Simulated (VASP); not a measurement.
Runs of VASP 6.6.1 on Mg. The structure is that of space group P6_3/mmc (No. 194), or close to it. The cells are those of the table. 

| task | cell | gap on the mesh (eV) | pressure (GPa) | largest force (eV/Å) |
| --- | --- | --- | --- | --- |
| electric field gradients | a = 3.210, b = 3.182, c = 5.211 Å, angles 89.6, 88.8, 119.1°, 2 atoms | none | -0.5 | 0.01 |
| single point | a = 3.209, b = 3.209, c = 5.106 Å, angles 90.0, 90.0, 120.0°, 2 atoms | none | 0.2 | - |
| electric field gradients | a = 3.209, b = 3.223, c = 5.210 Å, angles 90.2, 90.6, 120.4°, 2 atoms | none | -0.6 | 0.01 |
| electric field gradients | a = 3.273, b = 3.273, c = 5.210 Å, angles 90.0, 90.0, 120.0°, 2 atoms | none | -1.8 | - |
| single point | a = 3.209, b = 3.209, c = 5.367 Å, angles 90.0, 90.0, 120.0°, 2 atoms | none | -1.5 | - |
| single point | a = 3.209, b = 3.223, c = 5.210 Å, angles 90.2, 90.6, 120.4°, 2 atoms | none | -0.6 | 0.01 |
| electric field gradients | a = 3.306, b = 3.306, c = 5.210 Å, angles 90.0, 90.0, 120.0°, 2 atoms | none | (b) | - |
| single point | a = 3.210, b = 3.182, c = 5.211 Å, angles 89.6, 88.8, 119.1°, 2 atoms | none | -0.5 | 0.01 |
| single point | a = 3.209, b = 3.209, c = 5.315 Å, angles 90.0, 90.0, 120.0°, 2 atoms | none | -1.2 | - |
| single point | a = 3.209, b = 3.209, c = 5.054 Å, angles 90.0, 90.0, 120.0°, 2 atoms | none | (a) | - |
| electric field gradients | a = 3.209, b = 3.209, c = 5.158 Å, angles 90.0, 90.0, 120.0°, 2 atoms | none | -0.2 | - |
| electric field gradients | a = 3.209, b = 3.209, c = 5.367 Å, angles 90.0, 90.0, 120.0°, 2 atoms | none | -1.5 | - |

Alike in all rows: level PBE; potentials or basis VASP PAW PBE potentials, release 64 (Mg); no spin polarisation; k mesh 12 × 12 × 7; cutoff (eV) 520; smearing fermi-dirac 0.08 eV.

Fill in the values left out.

(a) 0.6; (b) -2.3.

A gap of «none» marks levels without a gap at the run's occupations.
